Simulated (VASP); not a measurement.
Wanted: the native input for a VASP 6.6.1 run.

```
Task                   : relaxation of cell and atoms
Functional             : PBEsol
Potentials or basis    : VASP PAW PBE potentials, release 64 (Mo_sv)
Cutoff                 : 600 eV
k mesh                 : 15 × 15 × 15
Occupations            : gaussian, width 0.1 eV
Spin                   : no spin polarisation
Target pressure        : 10 GPa
Dipole correction      : no
Further INCAR settings : ALGO = Normal; EDIFF = 1e-07; IBRION = 2; EDIFFG = -0.01; NSW = 80; ISIF = 3
```

The structure of Mo lies in POSCAR:

```
Mo
1.0
   -1.5734150000      1.5734150000      1.5734150000
    1.5734150000     -1.5734150000      1.5734150000
    1.5734150000      1.5734150000     -1.5734150000
Mo
1
Direct
    0.0000000000      0.0000000000      0.0000000000
```

The input as run:

INCAR

```
PREC = Accurate
ENCUT = 600
EDIFF = 1E-7
ISMEAR = 0
SIGMA = 0.1
LREAL = F
LASPH = T
NELM = 80
ALGO = Normal
ISIF = 3
LWAVE = F
LCHARG = F
GGA = PS
IBRION = 2
NSW = 80
EDIFFG = -0.01
PSTRESS = 100.0
```

KPOINTS

```
regular mesh
0
Gamma
  15 15 15
```

Potentials or basis: VASP PAW PBE potentials, release 64 (Mo_sv).

Run with:

```bash
$ cat potpaw_PBE.64/Mo_sv/POTCAR > POTCAR
$ mpirun -np 1 vasp_std > vasp.out
```

It gave:

The relaxed volume is 14.87 Å³/atom. The relaxed cell is a = 2.683 Å, b = 2.683 Å, c = 2.683 Å, α = 109.47°, β = 109.47°, γ = 109.47° and the space group after relaxing (to 0.05 Å) is Im-3m (No. 229). The energy change on relaxing (the enthalpy is what falls) is +12.7 meV/atom, the ionic steps are 7 and the pressure after relaxing is 10.0 GPa. The band gap on the k mesh is zero (band 7 reaches 17.27 eV, above the bottom of band 8 at 11.82 eV).

Caveat: the cell is relaxed towards a set pressure, so the enthalpy falls and the energy may rise; the PAW data sets were made with another functional, which shifts forces and pressure a little.

Wall time 29 s on 1 thread of Intel(R) Xeon(R) 6975P-C (Granite Rapids) (shared host), peak memory 0.17 GiB.
